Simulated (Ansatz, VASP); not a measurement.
# One calculation of BN, two programs

The input INCAR:

```
PREC     = Accurate       # precision mode
ENCUT    = 520            # plane-wave cutoff, eV
EDIFF    = 1E-7           # SCF threshold, eV
ISMEAR   = 0              # smearing method
SIGMA    = 0.02           # smearing width, eV
LREAL    = False          # projectors in reciprocal space
LASPH    = True           # aspherical terms in the spheres
NELM     = 100            # most SCF steps
ALGO     = Normal         # electronic algorithm
ISIF     = 2              # what is computed and relaxed
LWAVE    = False          # write WAVECAR
LCHARG   = False          # write CHGCAR
GGA      = PE             # functional
NBANDS   = 16             # bands
```

The input KPOINTS:

```
Automatic mesh
0
Gamma
  12 12 4
```

File POSCAR:

```
BN
1.0
    2.5121811355      0.0000000000      0.0000000000
   -1.2560905678      2.1756126823      0.0000000000
    0.0000000000      0.0000000000      8.5100268713
B N
2 2
Direct
    0.3333333333      0.6666666667      0.2500000000
    0.6666666667      0.3333333333      0.7500000000
    0.3333333333      0.6666666667      0.7500000000
    0.6666666667      0.3333333333      0.2500000000
```

Input for Ansatz:

```yaml
crystal:
  lattice:
    - [2.5121811355, 0.0, 0.0]
    - [-1.2560905678, 2.1756126823, 0.0]
    - [0.0, 0.0, 8.5100268713]
  atoms:
    - { symbol: B, position: [0.3333333333, 0.6666666667, 0.25] }
    - { symbol: B, position: [0.6666666667, 0.3333333333, 0.75] }
    - { symbol: "N", position: [0.3333333333, 0.6666666667, 0.75] }
    - { symbol: "N", position: [0.6666666667, 0.3333333333, 0.25] }
basis:
  ecutwfc: 420
kpoints:
  mp_grid: { grid: [12, 12, 4] }
hamiltonian:
  xc: pbe
scf:
  occupations: { method: gaussian, width: 0.02 }
output:
  forces: true
  stress: true
  eigenvalues: true
```

Change from the starting cell: strain along c alone, the other axes held, atoms relaxed: +2.0 %.

Alike in both runs: task single point; functional PBE; k mesh 12 × 12 × 4; occupations gaussian, width 0.02 eV; no spin polarisation.

|  | VASP | Ansatz |
| --- | --- | --- |
| version | VASP 6.6.1 | Ansatz 0.2.0 |
| potentials or method | VASP PAW PBE potentials, release 64 (B, N), cutoff 520 eV | scalar-relativistic, plane waves, PAW |
| valence electrons in the cell | 16 | 16 |

|  | VASP | Ansatz | Ansatz less VASP |
| --- | --- | --- | --- |
| gap on the k mesh at the Fermi level (eV) | 4.36 | 4.36 | +0.001 |
| least direct gap on the mesh (eV) | 4.66 | 4.66 | +0.003 |
| pressure (GPa) | 0.0 | 0.0 | -0.05 |
| traceless stress, the component that is largest in VASP (GPa) | -0.16 | 0.01 | +0.166 |

With one functional, cell and mesh, what is left measures potentials, basis and numerics.
